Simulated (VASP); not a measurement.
# ZnO (I-42d) in VASP: single point with PBE

Aim: the single point of ZnO with PBE.

Program: VASP 6.6.1. These are calculated values, not measurements. Logs are shortened: lines on timing, memory, paths and dates and some standing lists are left out, and cuts for length are marked.

## (1) The cell of the first run

It takes space group I-42d (No. 122, tetragonal). The conventional cell has a = 3.829 Å, b = 3.829 Å, c = 7.084 Å, α = 90.00°, β = 90.00°, γ = 90.00°. Zn (site symmetry 2) has 6 O at 1.65 to 2.18 Å within 2.2 Å. Within 2.2 Å of O (site symmetry 2) lie 6 Zn at 1.65 to 2.18 Å.

## (2) Single point, PBE

The input, INCAR:

```
PREC = Accurate
ENCUT = 520
EDIFF = 1E-7
ISMEAR = 0
SIGMA = 0.1
LREAL = False
LASPH = True
NELM = 80
ALGO = Normal
ISIF = 2
LWAVE = False
LCHARG = True
GGA = PE
LELF = True
LVHAR = True
NBANDS = 46
```

The input, KPOINTS:

```
Automatic mesh
0
Gamma
  6 6 6
```

The input, POSCAR:

```
ZnO
1.0
   -1.9144167100      1.9144167100      3.5418747700
    1.9144167100     -1.9144167100      3.5418747700
    1.9144167100      1.9144167100     -3.5418747700
Zn O
4 4
Direct
    0.6600961200      0.6250000000      0.5350961200
    0.0899038800      0.1250000000      0.4649038800
    0.3750000000      0.9100961200      0.0350961200
    0.8750000000      0.3399038800      0.9649038800
    0.3750000000      0.3399038800      0.4649038800
    0.8750000000      0.9100961200      0.5350961200
    0.0899038800      0.6250000000      0.9649038800
    0.6600961200      0.1250000000      0.0350961200
```

Potentials or basis: VASP PAW PBE potentials, release 64 (Zn, O).

On the command line:

```console
cat potpaw_PBE.64/Zn/POTCAR potpaw_PBE.64/O/POTCAR > POTCAR
mpirun -np 1 vasp_std > vasp.out
```

OUTCAR:

```text
PREC = Accurate
   ENCUT = 520
   EDIFF = 1E-7
   ISMEAR = 0
   LREAL = False
   LASPH = True
   NELM = 80
   ISIF = 2
   GGA = PE

 ion  position               nearest neighbor table
   1  0.660  0.625  0.535-   7 1.65   6 1.78   5 1.78   8 1.91   8 1.91   7 2.18   4 2.51   4 2.51
                             3 2.51   3 2.51   2 2.52   2 2.52   3 2.71   4 2.71   4 2.71   3 2.71
   2  0.090  0.125  0.465-   8 1.65   6 1.78   5 1.78   7 1.91   7 1.91   8 2.18   4 2.51   4 2.51
                             3 2.51   3 2.51   1 2.52   1 2.52   3 2.71   4 2.71   4 2.71   3 2.71
   3  0.375  0.910  0.035-   5 1.65   7 1.78   8 1.78   6 1.91   6 1.91   5 2.18   2 2.51   2 2.51
                             1 2.51   1 2.51   4 2.52   4 2.52   1 2.71   1 2.71   2 2.71   2 2.71
   4  0.875  0.340  0.965-   6 1.65   8 1.78   7 1.78   5 1.91   5 1.91   6 2.18   2 2.51   2 2.51
                             1 2.51   1 2.51   3 2.52   3 2.52   1 2.71   2 2.71   1 2.71   2 2.71
   5  0.375  0.340  0.465-   3 1.65   2 1.78   1 1.78   4 1.91   4 1.91   3 2.18
   6  0.875  0.910  0.535-   4 1.65   2 1.78   1 1.78   3 1.91   3 1.91   4 2.18
   7  0.090  0.625  0.965-   1 1.65   3 1.78   4 1.78   2 1.91   2 1.91   1 2.18
   8  0.660  0.125  0.035-   2 1.65   4 1.78   3 1.78   1 1.91   1 1.91   2 2.18

  LATTYP: Found a body centered tetragonal cell.
 ALAT       =     3.8288334200
 C/A-ratio  =     1.8501064849

  Lattice vectors:

 A1 = (  -1.9144167100,   1.9144167100,   3.5418747700)
 A2 = (   1.9144167100,  -1.9144167100,   3.5418747700)
 A3 = (   1.9144167100,   1.9144167100,  -3.5418747700)

Analysis of symmetry for initial positions (statically):
=====================================================================
 Subroutine PRICEL returns:
 Original cell was already a primitive cell.

 Routine SETGRP: Setting up the symmetry group for a
 body centered tetragonal supercell.

 Subroutine GETGRP returns: Found  8 space group operations
 (whereof  4 operations were pure point group operations)
 out of a pool of 16 trial point group operations.

The static configuration has the point symmetry S_4 .
 The point group associated with its full space group is D_2d.

Analysis of symmetry for dynamics (positions and initial velocities):
=====================================================================
 Subroutine PRICEL returns:
 Original cell was already a primitive cell.

 Routine SETGRP: Setting up the symmetry group for a
 body centered tetragonal supercell.

 Subroutine GETGRP returns: Found  8 space group operations
 (whereof  4 operations were pure point group operations)
 out of a pool of 16 trial point group operations.

The dynamic configuration has the point symmetry S_4 .
[... 117 lines left out ...]
   NFREE  =      0    steps in history (QN), initial steepest desc. (CG)
   ISIF   =      2    stress and relaxation
   ISYM   =      2    0-nonsym 1-usesym 2-fastsym
   POTIM  = 0.5000    time-step for ionic-motion
   TEBEG  =    0.0;   TEEND  =   0.0 temperature during run
   PSTRESS=    0.0 pullay stress
   NELECT =      72.0000    total number of electrons
   NUPDOWN=      -1.0000    fix difference up-down
   EMIN   =  10.00;   EMAX   =-10.00  energy-range for DOS
   EFERMI =   0.00;   METHOD = LEGACY
   ISMEAR =     0;   SIGMA  =   0.10  broadening in eV -4-tet -1-fermi 0-gaus
   EFERMI_NEDOS =   21; number of points for ismear=-14 and -15
   IALGO  =     38    algorithm
   IMIX   =      4    mixing-type and parameters
     AMIX     =   0.40;   BMIX     =  1.00
     AMIX_MAG =   1.60;   BMIX_MAG =  1.00
  volume/ion in A,a.u.               =       6.49        43.80
  Fermi-wavevector in a.u.,A,eV,Ry     =   1.825564  3.449815 45.343893  3.332682
  Thomas-Fermi vector in A             =   2.881060
   LORBIT       =      0    0 simple, 1 ext, 2 COOP (PROOUT), +10 PAW based schemes
   GGA     = PE    functional components
   LHFCALC =     F    Hartree Fock is set to
   AEXX    =    0.0000 exact exchange contribution
   IVDW    =     0    specifies the selected vdW correction
   LEPSILON=     F    determine dielectric tensor
   LRPA    =     F    only Hartree local field effects (RPA)
 non-spin polarized calculation
 Gauss-broadening in eV      SIGMA  =   0.10
  energy-cutoff  :      520.00
  volume of cell :       51.92
 maximum number of plane-waves:      1408
 NGX is ok and might be reduce to    36
   NGX = 17   NGY = 17   NGZ = 17

 number of electron      72.0000000 magnetization

 Free energy of the ion-electron system (eV)
  ---------------------------------------------------
  ext. energy  EPLUGINS =         0.00000000
  ---------------------------------------------------
  free energy    TOTEN  =       -16.78804096 eV

  energy without entropy =      -16.78804096  energy(sigma->0) =      -16.78804096

 E-fermi :   9.1549     XC(G=0): -14.7650

 val. band max:        8.6579092179   @ k =   0.5000   0.5000   0.0000
 cond. band min:      11.5621485880   @ k =   0.0000   0.0000   0.0000
 fundamental gap:      2.9042393701
 Fermi energy:         9.1549008633

 k-point     1 :       0.0000    0.0000    0.0000
  band No.  band energies     occupation
      1     -15.8096      2.00000
      2     -12.7425      2.00000
      3     -12.5441      2.00000
      4     -12.5441      2.00000
      5      -2.4607      2.00000
      6      -1.6061      2.00000
[... 1165 lines left out ...]
     45      21.7025      0.00000
     46      22.1221      0.00000

 [... further k-points ...]
[... 5 lines left out ...]
  --------------------------------------------------------------------------------------
  -------------------------------------------------------------------------------------
  Total       78.0036410     78.0036410     85.8463238      0.0000000     -0.0000000      0.0000000
  in kB     2406.9070075   2406.9070075   2648.9035099      0.0000000     -0.0000000      0.0000000
  external PRESSURE =    2487.5725083 kB  Pullay stress =       0.0000000 kB

 VOLUME and BASIS-vectors are now :
 -----------------------------------------------------------------------------
  energy-cutoff  :      520.00
  volume of cell :       51.92
      direct lattice vectors                 reciprocal lattice vectors
    -1.914416710  1.914416710  3.541874770     0.000000000  0.261176157  0.141168176
     1.914416710 -1.914416710  3.541874770     0.261176157  0.000000000  0.141168176
     1.914416710  1.914416710 -3.541874770     0.261176157  0.261176157  0.000000000

 POSITION                                       TOTAL-FORCE (eV/Angst)
 -----------------------------------------------------------------------------------
      0.95721      1.09159      2.65641         0.000000     -8.886800      0.000000
      0.95721      0.82283     -0.88547        -0.000000      8.886800     -0.000000
      1.09159     -0.95721      4.42734        -8.886800      0.000000      0.000000
      0.82283      2.87163      0.88547         8.886800     -0.000000     -0.000000
      0.82283      0.95721      0.88547         8.788905     -0.000000      0.000000
      1.09159      0.95721      4.42734        -8.788905      0.000000      0.000000
      2.87163      0.82283     -0.88547        -0.000000      8.788905      0.000000
     -0.95721      1.09159      2.65641         0.000000     -8.788905      0.000000
 -----------------------------------------------------------------------------------
    total drift:                               -0.000004     -0.000004     -0.000005

  FREE ENERGIE OF THE ION-ELECTRON SYSTEM (eV)
  ---------------------------------------------------
  free  energy   TOTEN  =       -16.7880409572 eV

  energy  without entropy=      -16.7880409572  energy(sigma->0) =      -16.78804096
```

stdout:

```text
POSCAR found type information on POSCAR ZnO
 POSCAR found :  2 types and       8 ions
 scaLAPACK will be used
 LDA part: xc-table for (Slater+PW92), standard interpolation
 POSCAR, INCAR and KPOINTS ok, starting setup
 FFT: planning ... GRIDC
 FFT: planning ... GRID_SOFT
 FFT: planning ... GRID
 WAVECAR not read
 entering main loop
```

Run time: 66 s. Hardware: 1 thread of Intel Xeon Platinum 8559C (Emerald Rapids), shared host; peak memory 0.22 GiB.

Results:

```yaml
Free_energy: -16.7880 eV
Pressure: 248.8 GPa
Largest_force: 8.887 eV/Å
Band_gap_on_the_k_mesh: 2.90 eV, indirect (least direct gap 5.02 eV)
```

Forces on the atoms (eV/Å):
```
Zn   0.000 -8.887  0.000
Zn   0.000  8.887  0.000
Zn  -8.887  0.000  0.000
Zn   8.887  0.000  0.000
O    8.789  0.000  0.000
O   -8.789  0.000  0.000
O    0.000  8.789  0.000
O    0.000 -8.789  0.000
```

Stress tensor (GPa, compression positive):
```
240.69   0.00   0.00
  0.00 240.69   0.00
  0.00   0.00 264.89
```

Levels at points of the mesh, in eV from the valence-band top:
| k point | band 32 | band 33 | band 34 | band 35 | band 36 | band 37 | band 38 | band 39 | band 40 | band 41 |
| --- | --- | --- | --- | --- | --- | --- | --- | --- | --- | --- |
| (0.00, 0.00, 0.00) | -3.99 | -3.99 | -3.25 | -2.12 | -2.12 | 2.90 | 5.29 | 9.98 | 9.98 | 10.36 |
| (0.50, 0.00, 0.00) | -3.00 | -1.81 | -1.66 | -1.56 | -0.87 | 6.73 | 7.35 | 8.96 | 9.02 | 10.42 |
| (0.50, 0.50, 0.00) | -1.06 | -0.60 | -0.60 | 0.00 | 0.00 | 5.18 | 5.18 | 7.93 | 7.93 | 10.62 |
| (0.50, 0.50, 0.50) | -3.34 | -3.10 | -3.10 | -2.92 | -2.92 | 6.16 | 6.16 | 7.22 | 7.22 | 11.86 |

Caveat: forces of over 1 eV/Å act on the atoms, so gaps and moduli don't describe the material at rest.
